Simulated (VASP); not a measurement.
Set up this calculation in VASP 6.6.1, as the native input.

```yaml
Task: single point
Functional: r2SCAN
Potentials_or_basis: VASP PAW PBE potentials, release 64 (Cl, H)
Cutoff: 520 eV
k_mesh: 1 × 1 × 1
Occupations: fermi-dirac, width 0.02 eV
Spin: no spin polarisation
Dipole_correction: no
Further_INCAR_settings: ALGO = Normal; EDIFF = 1e-06; NBANDS = 36
```

The system is HCl.

```
Cl H
1.0
     6.73866    0.00000    0.00000
     0.00000    6.73866    0.00000
     0.00000    0.00000    6.73866
Cl H
6 6
Direct
  0.02701 0.81590 0.09926
  0.83741 0.19821 0.52872
  0.54879 0.53671 0.22295
  0.17446 0.39825 0.83837
  0.26643 0.91597 0.55967
  0.53514 0.05273 0.97682
  0.08675 0.64447 0.05422
  0.00280 0.08423 0.53804
  0.64706 0.70139 0.20399
  0.01355 0.40765 0.72415
  0.30870 0.95706 0.74344
  0.36972 0.04938 0.07430
```

One way to write it, as run:

POSCAR

```
HCl
1.0
    6.7386640000      0.0000000000      0.0000000000
    0.0000000000      6.7386640000      0.0000000000
    0.0000000000      0.0000000000      6.7386640000
Cl H
6 6
Direct
    0.0270083209      0.8159035678      0.0992629993
    0.8374063464      0.1982143642      0.5287249817
    0.5487883058      0.5367087601      0.2229522054
    0.1744559456      0.3982540159      0.8383709293
    0.2664326341      0.9159679129      0.5596658329
    0.5351357480      1.0527309271     -0.0231796688
    0.0867531012      0.6444749286      0.0542243982
    1.0027952128      0.0842303460      0.5380443364
    0.6470570428      0.7013853191      0.2039870218
    0.0135486797      0.4076475693      0.7241494753
    0.3086962045      0.9570591441      0.7434411331
    0.3697172021      1.0493771466      0.0743025621
```

INCAR.step1

```
SYSTEM = HCl
  PREC = Accurate
  ENCUT = 520
  ISMEAR = -1
  SIGMA = 0.02
  LREAL = .FALSE.
  LASPH = .TRUE.
  NELM = 80
  NBANDS = 36
  GGA = PE
  ALGO = Normal
  EDIFF = 1E-4
  LWAVE = .TRUE.
  LCHARG = .FALSE.
```

INCAR.step2

```
SYSTEM = HCl
  PREC = Accurate
  ENCUT = 520
  EDIFF = 1E-6
  ISMEAR = -1
  SIGMA = 0.02
  LREAL = .FALSE.
  LASPH = .TRUE.
  NELM = 80
  ALGO = Normal
  ISIF = 2
  LWAVE = .FALSE.
  LCHARG = .FALSE.
  METAGGA = R2SCAN
  LMIXTAU = .TRUE.
  NBANDS = 36
  ISTART = 1
```

KPOINTS

```
regular mesh
0
G
  1 1 1
  0 0 0
```

Potentials or basis: VASP PAW PBE potentials, release 64 (Cl, H).

The run is started by

```sh
$ cat potpaw_PBE.64/Cl/POTCAR potpaw_PBE.64/H/POTCAR > POTCAR
$ cp INCAR.step1 INCAR
$ mpirun -np 1 vasp_gam > vasp.out
$ cp INCAR.step2 INCAR
$ mpirun -np 1 vasp_gam > vasp.out
```

Results of the run:

```
Pressure      : -0.3 GPa
Largest force : 1.180 eV/Å
```

Caveat: the k points lie up to 0.93 Å⁻¹ apart, too coarse for converged energies, forces and pressures; the PAW data sets were made with another functional, which shifts forces and pressure a little.

Run time: 46 s on 1 thread of Intel(R) Xeon(R) Platinum 8488C (Sapphire Rapids) (shared host), peak memory 0.34 GiB.
